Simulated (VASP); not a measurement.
Set up this calculation in VASP 6.6.1, as the native input.

- Task: single point
- Functional: revPBE
- Potentials or basis: VASP PAW PBE potentials, release 64 (Te)
- Cutoff: 520 eV
- k mesh: 11 × 11 × 3
- Occupations: fermi-dirac, width 0.1 eV
- Spin: no spin polarisation
- Dipole correction: no
- Further INCAR settings: ALGO = Normal; EDIFF = 1e-06; NBANDS = 20

The structure of Te lies in POSCAR:

```
Te
1.0
    4.2950400623      0.0000000000      0.0000000000
   -2.1475200311      3.7196138043      0.0000000000
    0.0000000000      0.0000000000      8.3107991365
Te
4
Direct
    0.0000000000      1.0000000000      0.0000000000
    0.0000000000      1.0000000000      0.5000000000
    0.3333333333      0.6666666667      0.2500000000
    0.6666666667      0.3333333333      0.7500000000
```

This isn't the form of Te at room conditions, which is trigonal, of chains.

One way to write it, as run:

INCAR

```
ALGO = Normal ; EDIFF = 1E-6
ENCUT = 520 ; GGA = RE
ISIF = 2 ; ISMEAR = -1
LASPH = True ; LCHARG = False
LREAL = False ; LWAVE = False
NBANDS = 20 ; NELM = 100
PREC = Accurate ; SIGMA = 0.1
```

KPOINTS

```
k-points
0
Gamma
  11 11 3
```

Potentials or basis: VASP PAW PBE potentials, release 64 (Te).

Launch:

```console
$ cat potpaw_PBE.64/Te/POTCAR > POTCAR
$ mpirun -np 1 vasp_std > vasp.out
```

It gave:

```json
{
 "Pressure": "-0.1 GPa",
 "Band gap on the k mesh": "zero (bands 12 and 13 overlap by 1.69 eV)"
}
```

Caveat: the PAW data sets were made with another functional, which shifts forces and pressure a little; spin-orbit coupling is left out, which moves the levels of the heavy elements.

It took 37 s on 1 thread of Oxide Virtual Turin-like Processor (shared host), peak memory 0.22 GiB.
